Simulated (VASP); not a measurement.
A run of VASP 6.6.1 is set up as follows.

Contents of INCAR:

```
PREC     = Accurate       # precision mode
ENCUT    = 520            # plane-wave cutoff, eV
EDIFF    = 1E-6           # SCF threshold, eV
ISMEAR   = -1             # smearing method
SIGMA    = 0.05           # smearing width, eV
LREAL    = F              # projectors in reciprocal space
LASPH    = T              # aspherical terms in the spheres
NELM     = 80             # most SCF steps
ALGO     = Normal         # electronic algorithm
ISIF     = 2              # what is computed and relaxed
LWAVE    = F              # write WAVECAR
LCHARG   = F              # write CHGCAR
GGA      = PE             # functional
NBANDS   = 35             # bands
```

Contents of KPOINTS:

```
regular mesh
0
Gamma
  10 10 2
```

The input POSCAR:

```
MoS2
1.0
    3.2469993021      0.0000000000      0.0000000000
   -1.6234996510      2.8119838817      0.0000000000
    0.0000000000      0.0000000000     22.0955550693
Mo S
2 4
Direct
    0.3333333333      0.6666666667      0.8511602300
    0.6666666667      0.3333333333      0.1488397700
    0.6666666667      0.3333333333      0.7796253900
    0.3333333333      0.6666666667      0.0772510000
    0.6666666667      0.3333333333      0.9227490000
    0.3333333333      0.6666666667      0.2203746100
```

Potentials or basis: VASP PAW PBE potentials, release 64 (Mo_sv, S).

The run is started by

```console
$ cat potpaw_PBE.64/Mo_sv/POTCAR potpaw_PBE.64/S/POTCAR > POTCAR
$ mpirun -np 1 vasp_std > vasp.out
```

Q: Estimate the band gap on the k mesh.

A: 1.31 eV (least direct gap 1.74 eV).

Q: Predict the largest force.

A: 0.712 eV/Å.

Forces in eV/Å, atoms in the order of the input:
```
Mo   0.000  0.000  0.002
Mo   0.000  0.000 -0.002
S    0.000  0.000  0.668
S    0.000  0.000  0.712
S    0.000  0.000 -0.712
S    0.000  0.000 -0.668
```
